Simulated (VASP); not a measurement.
# Ir (Pm-3n) in VASP: a series of runs

The runs below take Ir through single point, relaxation of cell and atoms, with r2SCAN.

Everything below comes from runs of VASP 6.6.1. Logs are shortened: lines on timing, memory, paths and dates and some standing lists are left out, and cuts for length are marked.

## 1. The cell of the first run

It takes space group Pm-3n (No. 223, cubic). Conventional cell: a = 4.909 Å, b = 4.909 Å, c = 4.909 Å, α = 90.00°, β = 90.00°, γ = 90.00°. Within 3.6 Å of Ir (site symmetry m-3) lie 12 Ir at 2.74 Å. Within 3.2 Å of Ir (site symmetry -4m2) lie 14 Ir at 2.45 to 3.01 Å.

## 2. Single point, r2SCAN

Input file POSCAR:

```
Ir
1.0
    4.9090416321      0.0000000000      0.0000000000
    0.0000000000      4.9090416321      0.0000000000
    0.0000000000      0.0000000000      4.9090416321
Ir
8
Direct
    0.0000000000      1.0000000000      0.0000000000
    0.5000000000      0.5000000000      0.5000000000
    0.2500000000      0.0000000000      0.5000000000
    0.7500000000      0.0000000000      0.5000000000
    0.5000000000      0.2500000000      0.0000000000
    0.5000000000      0.7500000000      0.0000000000
    1.0000000000      0.5000000000      0.2500000000
    0.0000000000      0.5000000000      0.7500000000
```

Input file INCAR.step1:

```
PREC = Accurate ; ENCUT = 520
ISMEAR = -1 ; SIGMA = 0.1
LREAL = False ; LASPH = True
NELM = 60 ; NBANDS = 46
GGA = PE ; ALGO = Normal
EDIFF = 1E-4 ; LWAVE = True
LCHARG = False
```

Input file INCAR.step2:

```
PREC = Accurate ; ENCUT = 520
EDIFF = 1E-7 ; ISMEAR = -1
SIGMA = 0.1 ; LREAL = False
LASPH = True ; NELM = 60
ALGO = Normal ; ISIF = 2
LWAVE = False ; LCHARG = True
METAGGA = R2SCAN ; LMIXTAU = True
LELF = True ; LVHAR = True
NBANDS = 46 ; ISTART = 1
```

Input file KPOINTS:

```
regular mesh
0
Gamma
  5 5 5
```

Potentials or basis: VASP PAW PBE potentials, release 64 (Ir).

On the command line:

```
> cat potpaw_PBE.64/Ir/POTCAR > POTCAR
> cp INCAR.step1 INCAR
> mpirun -np 1 vasp_std > vasp.out
> cp INCAR.step2 INCAR
> mpirun -np 1 vasp_std > vasp.out
```

OUTCAR:

```text
PREC = Accurate
   ENCUT = 520
   EDIFF = 1E-7
   ISMEAR = -1
   LREAL = False
   LASPH = True
   NELM = 60
   ISIF = 2
   METAGGA = R2SCAN
   ISTART = 1

 ion  position               nearest neighbor table
   1  0.000  0.000  0.000-   3 2.74   4 2.74   5 2.74   6 2.74   7 2.74   8 2.74   3 2.74   4 2.74
                             7 2.74   8 2.74   5 2.74   6 2.74
   2  0.500  0.500  0.500-   3 2.74   4 2.74   5 2.74   6 2.74   7 2.74   8 2.74   5 2.74   6 2.74
                             3 2.74   4 2.74   7 2.74   8 2.74
   3  0.250  0.000  0.500-   4 2.45   4 2.45   1 2.74   1 2.74   2 2.74   2 2.74   8 3.01   5 3.01
                             5 3.01   6 3.01   6 3.01   7 3.01   8 3.01   7 3.01
   4  0.750  0.000  0.500-   3 2.45   3 2.45   1 2.74   1 2.74   2 2.74   2 2.74   8 3.01   5 3.01
                             5 3.01   6 3.01   6 3.01   7 3.01   8 3.01   7 3.01
   5  0.500  0.250  0.000-   6 2.45   6 2.45   1 2.74   2 2.74   2 2.74   1 2.74   8 3.01   4 3.01
                             3 3.01   4 3.01   3 3.01   7 3.01   7 3.01   8 3.01
   6  0.500  0.750  0.000-   5 2.45   5 2.45   1 2.74   2 2.74   2 2.74   1 2.74   8 3.01   4 3.01
                             3 3.01   4 3.01   3 3.01   7 3.01   7 3.01   8 3.01
   7  0.000  0.500  0.250-   8 2.45   8 2.45   1 2.74   2 2.74   1 2.74   2 2.74   3 3.01   4 3.01
                             5 3.01   3 3.01   4 3.01   6 3.01   5 3.01   6 3.01
   8  0.000  0.500  0.750-   7 2.45   7 2.45   1 2.74   2 2.74   1 2.74   2 2.74   3 3.01   4 3.01
                             5 3.01   3 3.01   4 3.01   6 3.01   5 3.01   6 3.01

  LATTYP: Found a simple cubic cell.
 ALAT       =     4.9090416321

  Lattice vectors:

 A1 = (   4.9090416321,   0.0000000000,   0.0000000000)
 A2 = (   0.0000000000,   4.9090416321,   0.0000000000)
 A3 = (   0.0000000000,   0.0000000000,   4.9090416321)

Analysis of symmetry for initial positions (statically):
=====================================================================
 Subroutine PRICEL returns:
 Original cell was already a primitive cell.

 Routine SETGRP: Setting up the symmetry group for a
 simple cubic supercell.

 Subroutine GETGRP returns: Found 48 space group operations
 (whereof 24 operations were pure point group operations)
 out of a pool of 48 trial point group operations.

The static configuration has the point symmetry T_h .
 The point group associated with its full space group is O_h .

Analysis of symmetry for dynamics (positions and initial velocities):
=====================================================================
 Subroutine PRICEL returns:
 Original cell was already a primitive cell.

 Routine SETGRP: Setting up the symmetry group for a
 simple cubic supercell.

 Subroutine GETGRP returns: Found 48 space group operations
 (whereof 24 operations were pure point group operations)
 out of a pool of 48 trial point group operations.

The dynamic configuration has the point symmetry T_h .
 The point group associated with its full space group is O_h .

 Subroutine INISYM returns: Found 48 space group operations
 (whereof 24 operations are pure point group operations),
 and found     1 'primitive' translations

----------------------------------------------------------------------------------------

                                     Primitive cell

  volume of cell :     118.3015

  direct lattice vectors                    reciprocal lattice vectors
     4.909041632  0.000000000  0.000000000     0.203705748  0.000000000  0.000000000
     0.000000000  4.909041632  0.000000000     0.000000000  0.203705748  0.000000000
     0.000000000  0.000000000  4.909041632     0.000000000  0.000000000  0.203705748

  length of vectors
     4.909041632  4.909041632  4.909041632     0.203705748  0.203705748  0.203705748

  position of ions in fractional coordinates (direct lattice)
     0.000000000  0.000000000  0.000000000
     0.500000000  0.500000000  0.500000000
     0.250000000  0.000000000  0.500000000
     0.750000000  0.000000000  0.500000000
     0.500000000  0.250000000  0.000000000
     0.500000000  0.750000000  0.000000000
     0.000000000  0.500000000  0.250000000
     0.000000000  0.500000000  0.750000000

  ion indices of the primitive-cell ions
   primitive index   ion index
                 1           1
                 2           2
                 3           3
                 4           4
                 5           5
                 6           6
                 7           7
                 8           8

----------------------------------------------------------------------------------------

 KPOINTS: regular mesh

Automatic generation of k-mesh.
 Grid dimensions read from file:
 generate k-points for:    5    5    5

 Generating k-lattice:

  Cartesian coordinates                     Fractional coordinates (reciprocal lattice)
     0.040741150  0.000000000  0.000000000     0.200000000  0.000000000  0.000000000
     0.000000000  0.040741150  0.000000000     0.000000000  0.200000000  0.000000000
     0.000000000  0.000000000  0.040741150     0.000000000  0.000000000  0.200000000

  Length of vectors
     0.040741150  0.040741150  0.040741150

  Shift w.r.t. Gamma in fractional coordinates (k-lattice)
     0.000000000  0.000000000  0.000000000

 Subroutine IBZKPT returns following result:
 ===========================================

 Found     10 irreducible k-points:

 Following reciprocal coordinates:
            Coordinates               Weight
  0.000000  0.000000  0.000000      1.000000
  0.200000  0.000000  0.000000      6.000000
  0.400000  0.000000  0.000000      6.000000
  0.200000  0.200000  0.000000     12.000000
  0.400000  0.200000  0.000000     24.000000
  0.400000  0.400000  0.000000     12.000000
  0.200000  0.200000  0.200000      8.000000
  0.400000  0.200000  0.200000     24.000000
  0.400000  0.400000  0.200000     24.000000
  0.400000  0.400000  0.400000      8.000000
   k-points           NKPTS =     10   k-points in BZ     NKDIM =     10   number of bands    NBANDS=     46
   number of dos      NEDOS =    301   number of ions     NIONS =      8
   total plane-waves  NPLWV =  64000
   dimension x,y,z NGX =    40 NGY =   40 NGZ =   40
   dimension x,y,z NGXF=    80 NGYF=   80 NGZF=   80
   ions per type =               8
   NGX,Y,Z   is equivalent  to a cutoff of  13.55, 13.55, 13.55 a.u.
   NGXF,Y,Z  is equivalent  to a cutoff of  27.09, 27.09, 27.09 a.u.
 SYSTEM =  unknown system
   PREC   = accura    normal or accurate (medium, high low for compatibility)
   ISTART =      1    job   : 0-new  1-cont  2-samecut
   ICHARG =      0    charge: 1-file 2-atom 10-const
   ISPIN  =      1    spin polarized calculation?
   LNONCOLLINEAR =      F non collinear calculations
   LSORBIT =      F    spin-orbit coupling
   LASPH  =      T    aspherical Exc in radial PAW
   ENCUT  =  520.0 eV  38.22 Ry    6.18 a.u.   9.13  9.13  9.13*2*pi/ulx,y,z
   NELM   =     60;   NELMIN=  2; NELMDL=  0     # of ELM steps
   EDIFF  = 0.1E-06   stopping-criterion for ELM
   LREAL  =      F    real-space projection
   EDIFFG = 0.1E-05   stopping-criterion for IOM
   NSW    =      0    number of steps for IOM
   IBRION =     -1    ionic relax: 0-MD 1-quasi-New 2-CG
   NFREE  =      0    steps in history (QN), initial steepest desc. (CG)
   ISIF   =      2    stress and relaxation
   ISYM   =      2    0-nonsym 1-usesym 2-fastsym
   POTIM  = 0.5000    time-step for ionic-motion
   TEBEG  =    0.0;   TEEND  =   0.0 temperature during run
   PSTRESS=    0.0 pullay stress
   NELECT =      72.0000    total number of electrons
   NUPDOWN=      -1.0000    fix difference up-down
   EMIN   =  10.00;   EMAX   =-10.00  energy-range for DOS
   EFERMI =   0.00;   METHOD = LEGACY
   ISMEAR =    -1;   SIGMA  =   0.10  broadening in eV -4-tet -1-fermi 0-gaus
   EFERMI_NEDOS =   21; number of points for ismear=-14 and -15
   IALGO  =     38    algorithm
   IMIX   =      4    mixing-type and parameters
     AMIX     =   0.40;   BMIX     =  1.00
     AMIX_MAG =   1.60;   BMIX_MAG =  1.00
  volume/ion in A,a.u.               =      14.79        99.79
  Fermi-wavevector in a.u.,A,eV,Ry     =   1.387359  2.621729 26.188029  1.924766
  Thomas-Fermi vector in A             =   2.511588
   LORBIT       =      0    0 simple, 1 ext, 2 COOP (PROOUT), +10 PAW based schemes
   METAGGA = R2SCAN    functional components
   LHFCALC =     F    Hartree Fock is set to
   AEXX    =    0.0000 exact exchange contribution
   IVDW    =     0    specifies the selected vdW correction
   LEPSILON=     F    determine dielectric tensor
   LRPA    =     F    only Hartree local field effects (RPA)
 non-spin polarized calculation
  energy-cutoff  :      520.00
  volume of cell :      118.30
 maximum number of plane-waves:      3197
 NGX is ok and might be reduce to    40
   NGX = 19   NGY = 19   NGZ = 19

 number of electron      71.9999992 magnetization

 Free energy of the ion-electron system (eV)
  ---------------------------------------------------
  ext. energy  EPLUGINS =         0.00000000
  ---------------------------------------------------
  free energy    TOTEN  =      -414.75263627 eV

  energy without entropy =     -414.36760706  energy(sigma->0) =     -414.56012166

 E-fermi :   9.5305     XC(G=0): -14.9900

 val. band max:        9.5279912241   @ k =   0.4000   0.4000   0.0000
 cond. band min:       9.5841542106   @ k =   0.4000   0.4000   0.4000
 fundamental gap:      0.0561629865
 Fermi energy:         9.5304566173

 k-point     1 :       0.0000    0.0000    0.0000
  band No.  band energies     occupation
      1      -1.6245      2.00000
      2       1.2910      2.00000
      3       1.2910      2.00000
      4       2.6697      2.00000
      5       2.9363      2.00000
      6       2.9402      2.00000
[... 38 lines left out ...]
     45      13.9340      0.00000
     46      13.9340      0.00000
[... 400 lines left out ...]
      6       2.6663      2.00000
[... 38 lines left out ...]
     45      11.6385      0.00000
     46      11.6647      0.00000

------------------------ aborting loop because EDIFF is reached ----------------------------------------

  FORCE on cell =-STRESS in cart. coord.  units (eV):
  Direction    XX          YY          ZZ          XY          YZ          ZX
  --------------------------------------------------------------------------------------
  -------------------------------------------------------------------------------------
  Total        1.7526205      1.7526205      1.7526205     -0.0000000     -0.0000000      0.0000000
  in kB       23.7360438     23.7360438     23.7360438     -0.0000000     -0.0000000      0.0000000
  external PRESSURE =      23.7360438 kB  Pullay stress =       0.0000000 kB

 VOLUME and BASIS-vectors are now :
 -----------------------------------------------------------------------------
  energy-cutoff  :      520.00
  volume of cell :      118.30
      direct lattice vectors                 reciprocal lattice vectors
     4.909041632  0.000000000  0.000000000     0.203705748  0.000000000  0.000000000
     0.000000000  4.909041632  0.000000000     0.000000000  0.203705748  0.000000000
     0.000000000  0.000000000  4.909041632     0.000000000  0.000000000  0.203705748

 POSITION                                       TOTAL-FORCE (eV/Angst)
 -----------------------------------------------------------------------------------
      0.00000      0.00000      0.00000         0.000000      0.000000      0.000000
      2.45452      2.45452      2.45452         0.000000      0.000000      0.000000
      1.22726      0.00000      2.45452        -0.000000      0.000000     -0.000000
      3.68178      0.00000      2.45452         0.000000      0.000000      0.000000
      2.45452      1.22726      0.00000         0.000000     -0.000000     -0.000000
      2.45452      3.68178      0.00000         0.000000      0.000000      0.000000
      0.00000      2.45452      1.22726         0.000000      0.000000     -0.000000
      0.00000      2.45452      3.68178         0.000000      0.000000      0.000000
 -----------------------------------------------------------------------------------
    total drift:                               -0.000000     -0.000000     -0.000000

  FREE ENERGIE OF THE ION-ELECTRON SYSTEM (eV)
  ---------------------------------------------------
  free  energy   TOTEN  =      -414.7526362722 eV

  energy  without entropy=     -414.3676070554  energy(sigma->0) =     -414.56012166
```

Run time: 1.9 min. Hardware: 1 thread of Intel Xeon 6975P-C (Granite Rapids), shared host; peak memory 0.26 GiB.

What came out:

* Free energy: -414.7526 eV
* Pressure: 2.4 GPa
* Band gap on the k mesh: zero (band 36 reaches 10.00 eV, above the bottom of band 37 at 9.48 eV)

Levels at points of the mesh, in eV from the Fermi level:
| k point | band 33 | band 34 | band 35 | band 36 | band 37 | band 38 | band 39 | band 40 |
| --- | --- | --- | --- | --- | --- | --- | --- | --- |
| (0.00, 0.00, 0.00) | -1.22 | -0.45 | -0.45 | 0.36 | 0.36 | 0.36 | 0.93 | 0.93 |

Caveat: the PAW data sets were made with another functional, which shifts forces and pressure a little; spin-orbit coupling is left out, which moves the levels of the heavy elements.

## 3. Single point, r2SCAN

POSCAR is that of step 2.

Input file INCAR.step1:

```
ALGO = Normal
EDIFF = 1E-4
ENCUT = 520
GGA = PE
ISMEAR = -1
LASPH = T
LCHARG = F
LREAL = F
LWAVE = T
NBANDS = 46
NELM = 60
PREC = Accurate
SIGMA = 0.1
```

Input file INCAR.step2:

```
ALGO = Normal
EDIFF = 1E-6
ENCUT = 520
ISIF = 2
ISMEAR = -1
ISTART = 1
LASPH = T
LCHARG = F
LMIXTAU = T
LREAL = F
LWAVE = F
METAGGA = R2SCAN
NBANDS = 46
NELM = 60
PREC = Accurate
SIGMA = 0.1
```

Input file KPOINTS:

```
k-points
0
Gamma
  7 7 7
```

Potentials or basis: VASP PAW PBE potentials, release 64 (Ir).

On the command line:

```
> cat potpaw_PBE.64/Ir/POTCAR > POTCAR
> cp INCAR.step1 INCAR
> mpirun -np 1 vasp_std > vasp.out
> cp INCAR.step2 INCAR
> mpirun -np 1 vasp_std > vasp.out
```

Run time: 2.9 min. Hardware: 1 thread of Intel Xeon 6975P-C (Granite Rapids), shared host; peak memory 0.29 GiB.

The run converged. Its results:

```yaml
Free_energy: -414.7146 eV
Pressure: 2.5 GPa
Band_gap_on_the_k_mesh: zero (band 36 reaches 9.97 eV, above the bottom of band 37 at 9.27 eV)
```

Levels at points of the mesh, in eV from the Fermi level:
```tsv
k point	band 32	band 33	band 34	band 35	band 36	band 37	band 38	band 39	band 40	band 41
(0.00, 0.00, 0.00)	-1.22	-1.22	-0.43	-0.43	0.39	0.39	0.39	0.95	0.95	0.95
```

Caveat: the PAW data sets were made with another functional, which shifts forces and pressure a little; spin-orbit coupling is left out, which moves the levels of the heavy elements.

## 4. Relaxation of cell and atoms, r2SCAN

This run uses another cell than the first one, of 14.15 Å³/atom, 0.957 times its volume.

Input file POSCAR:

```
Ir
1.0
    4.8373408790      0.0000000000      0.0000000000
    0.0000000000      4.8373408790      0.0000000000
    0.0000000000      0.0000000000      4.8373408790
Ir
8
Direct
    0.0000000000      0.0000000000      0.0000000000
    0.5000000000      0.5000000000      0.5000000000
    0.2500000000      0.0000000000      0.5000000000
    0.7500000000      0.0000000000      0.5000000000
    0.5000000000      0.2500000000      0.0000000000
    0.5000000000      0.7500000000      0.0000000000
    0.0000000000      0.5000000000      0.2500000000
    0.0000000000      0.5000000000      0.7500000000
```

Input file INCAR.step1:

```
SYSTEM = Ir
  PREC = Accurate
  ENCUT = 600
  ISMEAR = -1
  SIGMA = 0.1
  LREAL = .FALSE.
  LASPH = .TRUE.
  NELM = 60
  GGA = PE
  ALGO = Normal
  EDIFF = 1E-4
  LWAVE = .TRUE.
  LCHARG = .FALSE.
```

Input file INCAR.step2:

```
SYSTEM = Ir
  PREC = Accurate
  ENCUT = 600
  EDIFF = 1E-6
  ISMEAR = -1
  SIGMA = 0.1
  LREAL = .FALSE.
  LASPH = .TRUE.
  NELM = 60
  ALGO = Normal
  ISIF = 3
  LWAVE = .FALSE.
  LCHARG = .FALSE.
  METAGGA = R2SCAN
  LMIXTAU = .TRUE.
  IBRION = 2
  NSW = 80
  EDIFFG = -0.01
  ISTART = 1
```

Input file KPOINTS:

```
regular mesh
0
G
  5 5 5
  0 0 0
```

On the command line:

```
> cat potpaw_PBE.64/Ir/POTCAR > POTCAR
> cp INCAR.step1 INCAR
> mpirun -np 1 vasp_std > vasp.out
> cp INCAR.step2 INCAR
> mpirun -np 1 vasp_std > vasp.out
```

It took 12 min on 1 thread of Intel Xeon 6975P-C (Granite Rapids), shared host; peak memory 0.29 GiB.

It converged, with:

```
Free energy                            : -414.7563 eV
Relaxed volume                         : 14.89 Å³/atom
Relaxed cell                           : a = 4.920 Å, b = 4.920 Å, c = 4.920 Å, α = 90.00°, β = 90.00°, γ = 90.00°
Space group after relaxing (to 0.05 Å) : Pm-3n (No. 223)
Energy gained by relaxing              : 42.9 meV/atom
Ionic steps                            : 16
Pressure after relaxing                : 0.0 GPa
Band gap on the k mesh                 : zero (band 36 reaches 9.88 eV, above the bottom of band 37 at 9.37 eV)
```

The path:
```tsv
step	energy change (eV)	largest force (eV/Å)	pressure (GPa)	volume (Å³)
1	0.0000	0.0000	19.51	113.19
2	3.2966	0.0000	-38.79	143.84
3	-0.3408	0.0000	-1.50	119.68
4	-0.3433	0.0000	-0.11	119.18
5	-0.3433	0.0000	0.22	119.06
6	-0.3433	0.0000	0.22	119.06
7	-0.3433	0.0000	0.20	119.07
8	-0.3433	0.0000	0.18	119.07
9	-0.3433	0.0000	0.18	119.07
10	-0.3433	0.0000	0.18	119.07
11	-0.3433	0.0000	0.18	119.08
12	-0.3433	0.0000	0.18	119.08
13	-0.3433	0.0000	0.18	119.08
14	-0.3433	0.0000	0.16	119.09
15	-0.3433	0.0000	0.11	119.10
16	-0.3434	0.0000	0.03	119.13
```

Final structure:
```
CELL_PARAMETERS angstrom
4.92044 0.00000 0.00000
0.00000 4.92044 0.00000
0.00000 0.00000 4.92044
ATOMIC_POSITIONS crystal
Ir 0.00000 0.00000 0.00000
Ir 0.50000 0.50000 0.50000
Ir 0.25000 0.00000 0.50000
Ir 0.75000 0.00000 0.50000
Ir 0.50000 0.25000 0.00000
Ir 0.50000 0.75000 0.00000
Ir 0.00000 0.50000 0.25000
Ir 0.00000 0.50000 0.75000
```

Levels at points of the mesh, in eV from the Fermi level:
```
           k point  band 33  band 34  band 35  band 36  band 37  band 38  band 39  band 40
(0.00, 0.00, 0.00)    -1.21    -0.44    -0.44     0.36     0.36     0.36     0.92     0.92
```

Caveat: the PAW data sets were made with another functional, which shifts forces and pressure a little; spin-orbit coupling is left out, which moves the levels of the heavy elements.

## 5. Overview

| task | cell | k mesh | cutoff (eV) | gap on the mesh (eV) | pressure (GPa) |
| --- | --- | --- | --- | --- | --- |
| single point | a = 4.909 Å, 8 atoms | 5 × 5 × 5 | 520 | none | 2.4 |
| single point | a = 4.909 Å, 8 atoms | 7 × 7 × 7 | 520 | none | 2.5 |
| relaxation of cell and atoms | relaxed from a = 4.837 Å, 8 atoms | 5 × 5 × 5 | 600 | none | 0.0 |

Alike in all rows: level r2SCAN; potentials or basis VASP PAW PBE potentials, release 64 (Ir); no spin polarisation; smearing fermi-dirac 0.1 eV.

Caveats: the PAW data sets were made with another functional, which shifts forces and pressure a little; spin-orbit coupling is left out, which moves the levels of the heavy elements.

Total energies depend on the potentials used, so only differences within one code and one set of settings carry meaning.
